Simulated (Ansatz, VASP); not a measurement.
# Mg3GePd: VASP beside Ansatz

```xyz
10
Lattice="6.9221 0.0000 0.0000 -3.4610 5.9947 0.0000 0.0000 0.0000 5.1656" Properties=species:S:1:pos:R:3 pbc="T T T"
Mg    0.0000    2.2681    1.2914
Mg    4.9579    1.1340    3.8742
Mg    3.4610    3.7266    3.8742
Mg   -1.4968    4.8607    1.2914
Mg    1.4968    4.8607    1.2914
Mg    1.9642    1.1340    3.8742
Ge    0.0000    3.9965    3.8742
Ge    3.4610    1.9982    1.2914
Pd    0.0000    0.0000    2.5828
Pd    0.0000    0.0000    0.0000
```

Alike in both runs: functional PBE; k mesh 6 × 6 × 8; occupations gaussian, width 0.1 eV; no spin polarisation.

Ansatz relaxed the structure, and its values are those at the end. VASP's run is a single point on that final structure, the one shown.

|  | VASP | Ansatz |
| --- | --- | --- |
| version | VASP 6.6.1 | Ansatz 0.2.0 |
| potentials or method | VASP PAW PBE potentials, release 64 (Mg, Ge_d, Pd), cutoff 520 eV | scalar-relativistic, plane waves, PAW |
| valence electrons in the cell | 60 | 124 |

|  | VASP | Ansatz | Ansatz less VASP |
| --- | --- | --- | --- |
| gap on the k mesh at the Fermi level (eV) | none | none | - |
| pressure (GPa) | -0.1 | 0.0 | +0.12 |

A gap of «none» marks a metal or a gap that the smearing closes. VASP's potentials hold 60 valence electrons a cell and Ansatz's 124, so a difference there can come from the potentials and not from the codes.
